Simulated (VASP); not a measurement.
Set up this calculation in VASP 6.6.1, as the native input.

```
Task                                : relaxation of the atoms
Functional                          : LDA
Potentials or basis                 : VASP PAW LDA potentials, release 64 (Ta_pv, S)
Cutoff                              : 450 eV
k mesh                              : 6 × 6 × 1
Occupations                         : gaussian, width 0.1 eV
Spin                                : no spin polarisation
Dipole correction                   : yes
Atoms held fixed (from 0)           : [0, 1, 2, 3, 4, 5]
Further INCAR settings              : ALGO = Normal; EDIFF = 1e-07; NELMDL = -8; IBRION = 2; EDIFFG = -0.025; NSW = 36
Atoms held along some axes (from 0) : atom 6 along a and b
```

The structure of Ta6S lies in POSCAR:

```
Ta6S
1.0
    4.6002247492      0.0000000000      0.0000000000
   -2.3001123746      3.9839114959      0.0000000000
    0.0000000000      0.0000000000     19.9017722044
Ta S
6 1
Selective dynamics
Direct
    0.6666666667      0.3333333333      0.2009871261  F F F
    0.3333333333      0.6666666667      0.2481697054  F F F
    0.0000000000      0.0000000000      0.2953522847  F F F
    0.6666666667      0.3333333333      0.3395777425  F F F
    0.3333333333      0.6666666667      0.3810648003  F F F
    0.0000000000      0.0000000000      0.4221620124  F F F
    0.8888888889      0.4444444444      0.4703989227  F F T
```

One way to write it, as run:

INCAR

```
  ALGO = Normal
  DIPOL = 0.5 0.5 0.337
  EDIFF = 1E-7
  EDIFFG = -0.025
  ENCUT = 450
  GGA = CA
  GGA_COMPAT = False
  IBRION = 2
  IDIPOL = 3
  ISIF = 2
  ISMEAR = 0
  KPAR = 4
  LASPH = True
  LCHARG = False
  LDIPOL = True
  LREAL = False
  LWAVE = False
  NELM = 120
  NELMDL = -8
  NELMIN = 4
  NSW = 36
  PREC = Accurate
  SIGMA = 0.1
```

KPOINTS

```
k-points
0
Gamma
  6 6 1
```

Potentials or basis: VASP PAW LDA potentials, release 64 (Ta_pv, S).

Launch:

```console
$ cat potpaw_LDA.64/Ta_pv/POTCAR potpaw_LDA.64/S/POTCAR > POTCAR
$ mpirun -np 4 vasp_std > vasp.out
```

It gave:

The energy gained by relaxing is 8.2 meV/atom, the ionic steps are 3 and the band gap on the k mesh is zero (bands 36 and 37 overlap by 0.15 eV).

Caveat: spin-orbit coupling is left out, which moves the levels of the heavy elements.

Run time: 4.1 min on 4 MPI ranks on AMD EPYC 7R13 Processor (Zen 3), with other jobs on the host, peak memory 0.37 GiB a rank.
